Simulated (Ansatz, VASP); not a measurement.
**One calculation of AlN, two programs**

```
CELL_PARAMETERS angstrom
0.00000 2.22683 2.22683
2.22683 0.00000 2.22683
2.22683 2.22683 0.00000
ATOMIC_POSITIONS crystal
Al 0.00000 0.00000 0.00000
N 0.25000 0.25000 0.25000
```

Alike in both runs: task single point; functional LDA; k mesh 10 × 10 × 10; occupations fermi-dirac, width 0.05 eV; no spin polarisation.

|  | VASP | Ansatz |
| --- | --- | --- |
| version | VASP 6.6.1 | Ansatz 0.2.0 |
| potentials or method | VASP PAW LDA potentials, release 64 (Al, N_h) | PseudoDojo standard (LDA files) |
| plane-wave cutoff (eV) | 1330 | 1143 |
| valence electrons in the cell | 8 | 8 |

VASP gave:

| Quantity | Value |
| --- | --- |
| gap on the k mesh at the Fermi level (eV) | 3.20 |
| least direct gap on the mesh (eV) | 3.73 |

Q: What did Ansatz give for the same quantities?

A: gap on the k mesh at the Fermi level (eV): 3.23; least direct gap on the mesh (eV): 3.73.

LDA's correlation is that of Perdew and Zunger in VASP and of Perdew and Wang (1992) in Ansatz.
